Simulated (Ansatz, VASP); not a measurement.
# CuO: VASP beside Ansatz

Contents of POSCAR:

```
CuO
1.0
    3.2880244300      0.0000000000      0.0000000000
   -1.6440122100      2.8475126800      0.0000000000
    0.0000000000      0.0000000000      5.3850248600
Cu O
2 2
Direct
    0.6666666667      0.3333333333      0.0000000000
    0.3333333333      0.6666666667      0.5000000000
    0.6666666667      0.3333333333      0.6252000000
    0.3333333333      0.6666666667      0.1252000000
```

File INCAR.step1:

```
PREC = Accurate
ENCUT = 520
EDIFF = 1E-5
ISMEAR = -1
SIGMA = 0.05
LREAL = False
LASPH = True
NELM = 80
ALGO = Normal
ISIF = 2
LWAVE = True
LCHARG = False
GGA = PE
NBANDS = 25
LUSENCCL = False
```

INCAR.step2

```
PREC = Accurate
ENCUT = 520
EDIFF = 1E-7
ISMEAR = -1
SIGMA = 0.05
LREAL = False
LASPH = True
NELM = 80
ALGO = Normal
ISIF = 2
LWAVE = False
LCHARG = False
GGA = PE
LHFCALC = True
AEXX = 0.1
HFSCREEN = 0.2078699
PRECFOCK = Normal
ISTART = 1
NBANDS = 25
LUSENCCL = False
```

Contents of KPOINTS:

```
Automatic mesh
0
Gamma
  5 5 3
```

input.yaml

```yaml
crystal:
  lattice:
    - [3.28802443, 0.0, 0.0]
    - [-1.64401221, 2.84751268, 0.0]
    - [0.0, 0.0, 5.38502486]
  atoms:
    - { symbol: Cu, position: [0.6666666667, 0.3333333333, 0.0] }
    - { symbol: Cu, position: [0.3333333333, 0.6666666667, 0.5] }
    - { symbol: O, position: [0.6666666667, 0.3333333333, 0.6252] }
    - { symbol: O, position: [0.3333333333, 0.6666666667, 0.1252] }
hamiltonian:
  xc:
    exchange: pbe
    correlation: pbe
    exx: { coeff: 0.1, omega: 0.2078699 }
  pseudopotentials: { kind: paw }
kpoints:
  mp_grid: { grid: [5, 5, 3] }
scf:
  occupations: { method: fermi_dirac, width: 0.05 }
output:
  forces: true
  stress: true
  eigenvalues: true
```

Alike in both runs: task single point; functional PBE-based screened hybrid; k mesh 5 × 5 × 3; occupations fermi-dirac, width 0.05 eV; no spin polarisation.

|  | VASP | Ansatz |
| --- | --- | --- |
| version | VASP 6.6.1 | Ansatz 0.2.0 |
| potentials or method | VASP PAW PBE potentials, release 64 (Cu, O) | Ansatz PAW |
| plane-wave cutoff (eV) | 520 | 420 |
| valence electrons in the cell | 34 | 50 |

```tsv
	VASP	Ansatz	Ansatz less VASP
gap on the k mesh at the Fermi level (eV)	none	none	-
pressure (GPa)	-10.1	-10.5	-0.47
traceless stress, the component that is largest in VASP (GPa)	0.69	0.74	+0.045
rms of the force components (eV/Å)	0.032	0.032	+0.0001
```

VASP's potentials were made for PBE, not for PBE-based screened hybrid. Atom by atom the forces differ by 0.000 eV/Å (rms over components). A gap of «none» marks a metal or a gap that the smearing closes. With one functional, cell and mesh, what is left measures potentials, basis and numerics. VASP's potentials hold 34 valence electrons a cell and Ansatz's 50, so a difference there can come from the potentials and not from the codes.

The k mesh is coarse, so the values compare programs but aren't converged.
